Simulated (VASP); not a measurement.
A run of VASP 6.6.1 is set up as follows.

File INCAR:

```
ALGO = Normal
EDIFF = 1E-6
ENCUT = 500
GGA = PE
GGA_COMPAT = F
ISIF = 2
ISMEAR = -1
ISPIN = 2
LASPH = T
LCHARG = F
LORBIT = 11
LREAL = F
LWAVE = F
MAGMOM = 1
NBANDS = 14
NELM = 200
PREC = Accurate
SIGMA = 0.08617333262145177
```

File KPOINTS:

```
k-points
0
Gamma
  2 2 2
```

POSCAR

```
K
1.0
   -2.6180000000      2.6180000000      2.6180000000
    2.6180000000     -2.6180000000      2.6180000000
    2.6180000000      2.6180000000     -2.6180000000
K
1
Direct
    0.0000000000      0.0000000000      0.0000000000
```

Potentials or basis: VASP PAW PBE potentials, release 64 (K_sv).

Command:

```bash
$ cat potpaw_PBE.64/K_sv/POTCAR > POTCAR
$ mpirun -np 1 vasp_std > vasp.out
```

Problem. Predict the pressure.

Solution. 0.3 GPa.

Problem. Predict the net moment.

Solution. 0.75 μB per cell.

Problem. What does it give for the site moments?

Solution. K +0.06 μB.

Caveat: the k points lie up to 0.85 Å⁻¹ apart, too coarse for converged energies, forces and pressures.
